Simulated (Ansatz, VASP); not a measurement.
**One calculation of H, two programs**

INCAR

```
PREC = Accurate
ENCUT = 400
EDIFF = 1E-8
ISMEAR = -1
SIGMA = 0.05
LREAL = False
LASPH = True
NELM = 120
ALGO = Normal
ISIF = 2
LWAVE = False
LCHARG = False
GGA = PE
LEFG = True
NBANDS = 8
GGA_COMPAT = False
```

The input KPOINTS:

```
Automatic mesh
0
Gamma
  17 17 9
```

The input POSCAR:

```
H
1.0
    1.9701938220      0.0000000000      0.0000000000
   -0.9850969110      1.7062379003      0.0000000000
    0.0000000000      0.0000000000      1.9420689184
H
2
Direct
    0.3333333333      0.6666666667      0.2500000000
    0.6666666667      0.3333333333      0.7500000000
```

Input for Ansatz:

```yaml
crystal:
  lattice:
    - [1.970193822, 0.0, 0.0]
    - [-0.985096911, 1.7062379003, 0.0]
    - [0.0, 0.0, 1.9420689184]
  atoms:
    - { symbol: H, position: [0.3333333333, 0.6666666667, 0.25] }
    - { symbol: H, position: [0.6666666667, 0.3333333333, 0.75] }
kpoints:
  mp_grid: { grid: [17, 17, 9] }
scf:
  occupations: { method: fermi_dirac, width: 0.05 }
hamiltonian:
  xc: pbe
  pseudopotentials: { kind: all_electron, datasets: crystal }
output:
  forces: true
  stress: true
  eigenvalues: true
  efg: { contact_densities: true }
```

Change from the starting cell: volume scaled by 1.06, crystal datasets.

Alike in both runs: task electric field gradients; functional PBE; k mesh 17 × 17 × 9; occupations fermi-dirac, width 0.05 eV; no spin polarisation.

|  | VASP | Ansatz |
| --- | --- | --- |
| version | VASP 6.6.1 | Ansatz 0.2.0 |
| potentials or method | VASP PAW PBE potentials, release 64 (H), cutoff 400 eV | all-electron PAW with datasets made for the crystal, scalar-relativistic |

|  | VASP | Ansatz | Ansatz less VASP |
| --- | --- | --- | --- |
| pressure (GPa) | -7.3 | -5.4 | +1.87 |
| traceless stress, the component that is largest in VASP (GPa) | -0.31 | -0.39 | -0.078 |
| size of Vzz on the site where it differs most (V/Å²) | 0.1 | 0.1 | +0.05 |

Ansatz ran all-electron here, and VASP with PAW potentials. Ansatz's warnings: printed levels off.
